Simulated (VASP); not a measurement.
# Ti (I4/mmm) in VASP: further runs

The runs below take Ti through single point, with PBEsol.

All numbers are computed with VASP 6.6.1; they aren't measurements. Logs are shortened: lines on timing, memory, paths and dates and some standing lists are left out, and cuts for length are marked.

## 1. The cell of the first run

The structure is tetragonal, space group I4/mmm (No. 139). The conventional cell has a = 2.662 Å, b = 2.662 Å, c = 4.169 Å, α = 90.00°, β = 90.00°, γ = 90.00°. Within 3.5 Å of Ti (site symmetry 4/mmm) lie 12 Ti at 2.66 to 2.81 Å.

## 2. Single point, PBEsol (volume 14.773 Å^3 an atom, c/a of the conventional cell 1.5658)

Input file INCAR:

```
PREC = Accurate
ENCUT = 520
EDIFF = 1E-7
ISMEAR = 0
SIGMA = 0.15
LREAL = F
LASPH = T
NELM = 100
ALGO = Fast
ISIF = 2
LWAVE = F
LCHARG = T
GGA = PS
LELF = T
LVHAR = T
NBANDS = 12
```

Input file KPOINTS:

```
Automatic mesh
0
Gamma
  22 22 22
```

Input file POSCAR:

```
Ti
1.0
   -1.3311412423      1.3311412423      2.0843009573
    1.3311412423     -1.3311412423      2.0843009573
    1.3311412423      1.3311412423     -2.0843009573
Ti
1
Direct
    0.0000000000      0.0000000000      0.0000000000
```

Potentials or basis: VASP PAW PBE potentials, release 64 (Ti_sv).

Run with:

```
cat potpaw_PBE.64/Ti_sv/POTCAR > POTCAR
mpirun -np 1 vasp_std > vasp.out
```

OUTCAR:

```text
PREC = Accurate
   ENCUT = 520
   EDIFF = 1E-7
   ISMEAR = 0
   LREAL = F
   LASPH = T
   NELM = 100
   ISIF = 2
   GGA = PS

 ion  position               nearest neighbor table
   1  0.000  0.000  0.000-

  LATTYP: Found a body centered tetragonal cell.
 ALAT       =     2.6622824846
 C/A-ratio  =     1.5658000001

  Lattice vectors:

 A1 = (  -1.3311412423,   1.3311412423,   2.0843009573)
 A2 = (   1.3311412423,  -1.3311412423,   2.0843009573)
 A3 = (   1.3311412423,   1.3311412423,  -2.0843009573)

Analysis of symmetry for initial positions (statically):
=====================================================================
 Subroutine PRICEL returns:
 Original cell was already a primitive cell.

 Routine SETGRP: Setting up the symmetry group for a
 body centered tetragonal supercell.

 Subroutine GETGRP returns: Found 16 space group operations
 (whereof 16 operations were pure point group operations)
 out of a pool of 16 trial point group operations.

The static configuration has the point symmetry D_4h.

Analysis of symmetry for dynamics (positions and initial velocities):
=====================================================================
 Subroutine PRICEL returns:
 Original cell was already a primitive cell.

 Routine SETGRP: Setting up the symmetry group for a
 body centered tetragonal supercell.

 Subroutine GETGRP returns: Found 16 space group operations
 (whereof 16 operations were pure point group operations)
 out of a pool of 16 trial point group operations.

The dynamic configuration has the point symmetry D_4h.

 Subroutine INISYM returns: Found 16 space group operations
 (whereof 16 operations are pure point group operations),
 and found     1 'primitive' translations

----------------------------------------------------------------------------------------

                                     Primitive cell

  volume of cell :      14.7730

  direct lattice vectors                    reciprocal lattice vectors
    -1.331141242  1.331141242  2.084300957     0.000000000  0.375617541  0.239888581
     1.331141242 -1.331141242  2.084300957     0.375617541  0.000000000  0.239888581
     1.331141242  1.331141242 -2.084300957     0.375617541  0.375617541  0.000000000

  length of vectors
     2.808591194  2.808591194  2.808591194     0.445684943  0.445684943  0.531203421

  position of ions in fractional coordinates (direct lattice)
     0.000000000  0.000000000  0.000000000

  ion indices of the primitive-cell ions
   primitive index   ion index
                 1           1

----------------------------------------------------------------------------------------

 KPOINTS: Automatic mesh

Automatic generation of k-mesh.
 Grid dimensions read from file:
 generate k-points for:   22   22   22

 Generating k-lattice:

  Cartesian coordinates                     Fractional coordinates (reciprocal lattice)
     0.000000000  0.017073525  0.010904026     0.045454545  0.000000000 -0.000000000
     0.017073525  0.000000000  0.010904026     0.000000000  0.045454545 -0.000000000
     0.017073525  0.017073525  0.000000000     0.000000000  0.000000000  0.045454545

  Length of vectors
     0.020258407  0.020258407  0.024145610

  Shift w.r.t. Gamma in fractional coordinates (k-lattice)
     0.000000000  0.000000000  0.000000000

 Subroutine IBZKPT returns following result:
 ===========================================

 Found    834 irreducible k-points:

 Following reciprocal coordinates:
            Coordinates               Weight
  0.000000  0.000000  0.000000      1.000000
  0.045455  0.000000  0.000000      8.000000
  0.090909  0.000000  0.000000      8.000000
  0.136364 -0.000000  0.000000      8.000000
  0.181818 -0.000000  0.000000      8.000000
  0.227273 -0.000000  0.000000      8.000000
[... 16 lines left out ...]
  0.500000  0.045455  0.000000     16.000000
 -0.454545  0.045455 -0.000000     16.000000
 [... further k-points ...]
   k-points           NKPTS =    834   k-points in BZ     NKDIM =    834   number of bands    NBANDS=     12
   number of dos      NEDOS =    301   number of ions     NIONS =      1
   total plane-waves  NPLWV =  13824
   dimension x,y,z NGX =    24 NGY =   24 NGZ =   24
   dimension x,y,z NGXF=    48 NGYF=   48 NGZF=   48
   ions per type =               1
   NGX,Y,Z   is equivalent  to a cutoff of  14.21, 14.21, 14.21 a.u.
   NGXF,Y,Z  is equivalent  to a cutoff of  28.41, 28.41, 28.41 a.u.
 SYSTEM =  unknown system
   PREC   = accura    normal or accurate (medium, high low for compatibility)
   ISTART =      0    job   : 0-new  1-cont  2-samecut
   ICHARG =      2    charge: 1-file 2-atom 10-const
   ISPIN  =      1    spin polarized calculation?
   LNONCOLLINEAR =      F non collinear calculations
   LSORBIT =      F    spin-orbit coupling
   LASPH  =      T    aspherical Exc in radial PAW
   ENCUT  =  520.0 eV  38.22 Ry    6.18 a.u.   5.22  5.22  5.22*2*pi/ulx,y,z
   NELM   =    100;   NELMIN=  2; NELMDL= -5     # of ELM steps
   EDIFF  = 0.1E-06   stopping-criterion for ELM
   LREAL  =      F    real-space projection
   EDIFFG = 0.1E-05   stopping-criterion for IOM
   NSW    =      0    number of steps for IOM
   IBRION =     -1    ionic relax: 0-MD 1-quasi-New 2-CG
   NFREE  =      0    steps in history (QN), initial steepest desc. (CG)
   ISIF   =      2    stress and relaxation
   ISYM   =      2    0-nonsym 1-usesym 2-fastsym
   POTIM  = 0.5000    time-step for ionic-motion
   TEBEG  =    0.0;   TEEND  =   0.0 temperature during run
   PSTRESS=    0.0 pullay stress
   NELECT =      12.0000    total number of electrons
   NUPDOWN=      -1.0000    fix difference up-down
   EMIN   =  10.00;   EMAX   =-10.00  energy-range for DOS
   EFERMI =   0.00;   METHOD = LEGACY
   ISMEAR =     0;   SIGMA  =   0.15  broadening in eV -4-tet -1-fermi 0-gaus
   EFERMI_NEDOS =   21; number of points for ismear=-14 and -15
   IALGO  =     68    algorithm
   IMIX   =      4    mixing-type and parameters
     AMIX     =   0.40;   BMIX     =  1.00
     AMIX_MAG =   1.60;   BMIX_MAG =  1.00
  volume/ion in A,a.u.               =      14.77        99.69
  Fermi-wavevector in a.u.,A,eV,Ry     =   1.527492  2.886542 31.745556  2.333233
  Thomas-Fermi vector in A             =   2.635381
   LORBIT       =      0    0 simple, 1 ext, 2 COOP (PROOUT), +10 PAW based schemes
   GGA     = PS    functional components
   LHFCALC =     F    Hartree Fock is set to
   AEXX    =    0.0000 exact exchange contribution
   IVDW    =     0    specifies the selected vdW correction
   LEPSILON=     F    determine dielectric tensor
   LRPA    =     F    only Hartree local field effects (RPA)
 non-spin polarized calculation
 RMM-DIIS sequential band-by-band and
 Gauss-broadening in eV      SIGMA  =   0.15
  energy-cutoff  :      520.00
  volume of cell :       14.77
 maximum number of plane-waves:       410
 NGX is ok and might be reduce to    24
   NGX = 11   NGY = 11   NGZ = 11

 number of electron      12.0000002 magnetization

 Free energy of the ion-electron system (eV)
  ---------------------------------------------------
  ext. energy  EPLUGINS =         0.00000000
  ---------------------------------------------------
  free energy    TOTEN  =        -8.19380474 eV

  energy without entropy =       -8.17442434  energy(sigma->0) =       -8.18411454

 E-fermi :   9.8777     XC(G=0): -12.4307

 val. band max:        9.8760375927   @ k =   0.1818   0.1818   0.1364
 cond. band min:       9.8781944846   @ k =  -0.0909  -0.4091   0.0909
 fundamental gap:      0.0021568919
 Fermi energy:         9.8776767671

 k-point     1 :       0.0000    0.0000    0.0000
  band No.  band energies     occupation
      1     -46.3236      2.00000
      2     -22.0475      2.00000
      3     -22.0097      2.00000
      4     -22.0097      2.00000
      5       3.4875      2.00000
      6      10.2379      0.00068
      7      11.2694      0.00000
      8      11.2694      0.00000
      9      12.2095      0.00000
     10      13.4531      0.00000
     11      26.2669      0.00000
     12      29.4360      0.00000

 k-point     2 :       0.0455    0.0000    0.0000
  band No.  band energies     occupation
      1     -46.3188      2.00000
      2     -22.0587      2.00000
      3     -22.0274      2.00000
      4     -22.0111      2.00000
      5       3.5667      2.00000
      6      10.2528      0.00041
      7      11.2286      0.00000
      8      11.2995      0.00000
      9      12.2005      0.00000
     10      13.4217      0.00000
     11      26.3542      0.00000
     12      29.3744      0.00000

 k-point     3 :       0.0909    0.0000    0.0000
  band No.  band energies     occupation
      1     -46.3048      2.00000
      2     -22.1184      2.00000
      3     -22.0518      2.00000
      4     -22.0150      2.00000
      5       3.8000      2.00000
      6      10.2804      0.00015
      7      11.1196      0.00000
      8      11.3846      0.00000
      9      12.1915      0.00000
     10      13.3362      0.00000
     11      26.5796      0.00000
     12      28.9813      0.00000

 k-point     4 :       0.1364   -0.0000    0.0000
  band No.  band energies     occupation
      1     -46.2826      2.00000
      2     -22.2282      2.00000
      3     -22.0734      2.00000
      4     -22.0213      2.00000
      5       4.1725      2.00000
      6      10.2711      0.00021
      7      10.9825      0.00000
      8      11.5066      0.00000
      9      12.2284      0.00000
     10      13.2225      0.00000
     11      26.8039      0.00000
     12      28.0846      0.00000

 k-point     5 :       0.1818   -0.0000    0.0000
  band No.  band energies     occupation
      1     -46.2540      2.00000
      2     -22.3698      2.00000
      3     -22.0987      2.00000
      4     -22.0292      2.00000
      5       4.6585      2.00000
      6      10.1797      0.00441
      7      10.8595      0.00000
      8      11.6292      0.00000
      9      12.3642      0.00000
     10      13.1269      0.00000
     11      26.4631      0.00000
     12      27.4097      0.00000
[... 228 lines left out ...]
      1     -46.0936      2.00000
      2     -23.0994      2.00000
      3     -22.2360      2.00000
      4     -22.0915      2.00000
      5       6.9163      2.00000
      6      10.2404      0.00063
      7      10.6491      0.00000
      8      11.3299      0.00000
      9      13.9673      0.00000
     10      14.2705      0.00000
     11      20.6593      0.00000
     12      25.4553      0.00000

 k-point    22 :       0.4545    0.0455    0.0000
  band No.  band energies     occupation
      1     -46.0815      2.00000
      2     -23.1539      2.00000
      3     -22.2457      2.00000
      4     -22.0932      2.00000
      5       6.9749      2.00000
      6      10.2376      0.00069
      7      10.8061      0.00000
      8      11.3538      0.00000
      9      14.1341      0.00000
     10      14.4387      0.00000
     11      20.1007      0.00000
     12      25.2395      0.00000

 k-point    23 :       0.5000    0.0455    0.0000
  band No.  band energies     occupation
      1     -46.0791      2.00000
      2     -23.1654      2.00000
      3     -22.2476      2.00000
      4     -22.0920      2.00000
      5       6.9836      2.00000
      6      10.2576      0.00034
      7      10.8035      0.00000
      8      11.3644      0.00000
      9      14.1592      0.00000
     10      14.4861      0.00000
     11      19.9976      0.00000
     12      25.1990      0.00000

 k-point    24 :      -0.4545    0.0455   -0.0000
  band No.  band energies     occupation
      1     -46.0867      2.00000
      2     -23.1330      2.00000
      3     -22.2416      2.00000
      4     -22.0878      2.00000
      5       6.9513      2.00000
      6      10.3059      0.00005
      7      10.6517      0.00000
      8      11.3234      0.00000
      9      14.0466      0.00000
     10      14.3841      0.00000
     11      20.3790      0.00000
     12      25.3373      0.00000

 [... further k-points ...]
[... 5 lines left out ...]
  --------------------------------------------------------------------------------------
  -------------------------------------------------------------------------------------
  Total        1.5793399      1.5793399      1.3553743      0.0000000      0.0000000     -0.0000000
  in kB      171.2842723    171.2842723    146.9945161      0.0000000      0.0000000     -0.0000000
  external PRESSURE =     163.1876869 kB  Pullay stress =       0.0000000 kB

 VOLUME and BASIS-vectors are now :
 -----------------------------------------------------------------------------
  energy-cutoff  :      520.00
  volume of cell :       14.77
      direct lattice vectors                 reciprocal lattice vectors
    -1.331141242  1.331141242  2.084300957     0.000000000  0.375617541  0.239888581
     1.331141242 -1.331141242  2.084300957     0.375617541  0.000000000  0.239888581
     1.331141242  1.331141242 -2.084300957     0.375617541  0.375617541  0.000000000

 POSITION                                       TOTAL-FORCE (eV/Angst)
 -----------------------------------------------------------------------------------
      0.00000      0.00000      0.00000        -0.000000      0.000000      0.000000
 -----------------------------------------------------------------------------------
    total drift:                                0.000000      0.000000     -0.000000

  FREE ENERGIE OF THE ION-ELECTRON SYSTEM (eV)
  ---------------------------------------------------
  free  energy   TOTEN  =        -8.1938047403 eV

  energy  without entropy=       -8.1744243425  energy(sigma->0) =       -8.18411454
```

It took 2.7 min on 1 thread of Intel Xeon Platinum 8559C (Emerald Rapids), shared host; peak memory 0.26 GiB.

Results:

```yaml
Free_energy: -8.1938 eV
Pressure: 16.3 GPa
Band_gap_on_the_k_mesh: zero (band 6 reaches 10.55 eV, above the bottom of band 7 at 9.18 eV)
```

Caveat: the PAW data sets were made with another functional, which shifts forces and pressure a little.

## 3. Single point, PBEsol (volume 14.773 Å^3 an atom, c/a of the conventional cell 0.8612)

Input file INCAR:

```
PREC = Accurate
ENCUT = 520
EDIFF = 1E-7
ISMEAR = 0
SIGMA = 0.15
LREAL = False
LASPH = True
NELM = 100
ALGO = Fast
ISIF = 2
LWAVE = False
LCHARG = False
GGA = PS
NBANDS = 12
```

Input file KPOINTS:

```
regular mesh
0
Gamma
  22 22 22
```

Input file POSCAR:

```
Ti
1.0
   -1.6246814745      1.6246814745      1.3991756859
    1.6246814745     -1.6246814745      1.3991756859
    1.6246814745      1.6246814745     -1.3991756859
Ti
1
Direct
    0.0000000000      0.0000000000      0.0000000000
```

Potentials or basis: VASP PAW PBE potentials, release 64 (Ti_sv).

Run with:

```
cat potpaw_PBE.64/Ti_sv/POTCAR > POTCAR
mpirun -np 1 vasp_std > vasp.out
```

Wall time 2.6 min (1 thread of Intel Xeon Platinum 8559C (Emerald Rapids), shared host); peak memory 0.25 GiB.

The run converged. Its results:

* Free energy: -8.1872 eV
* Pressure: 14.9 GPa
* Band gap on the k mesh: zero (band 6 reaches 10.76 eV, above the bottom of band 7 at 9.14 eV)

Stress tensor (GPa, compression positive):
```
15.10  0.00  0.00
 0.00 15.10  0.00
 0.00  0.00 14.59
```

Levels at points of the mesh, in eV from the Fermi level:
```csv
k point,band 3,band 4,band 5,band 6,band 7,band 8,band 9,band 10
"(0.00, 0.00, 0.00)",-31.79,-31.75,-6.30,0.22,1.66,1.66,2.18,3.86
"(0.50, 0.00, 0.00)",-32.15,-31.88,-2.97,-1.12,2.23,3.10,4.47,5.08
"(0.50, 0.50, 0.00)",-32.00,-31.74,-2.87,0.51,0.95,2.11,3.22,5.02
"(0.50, 0.50, 0.50)",-32.63,-32.28,-3.00,-2.53,4.64,4.64,4.96,8.28
```

Caveat: the PAW data sets were made with another functional, which shifts forces and pressure a little.
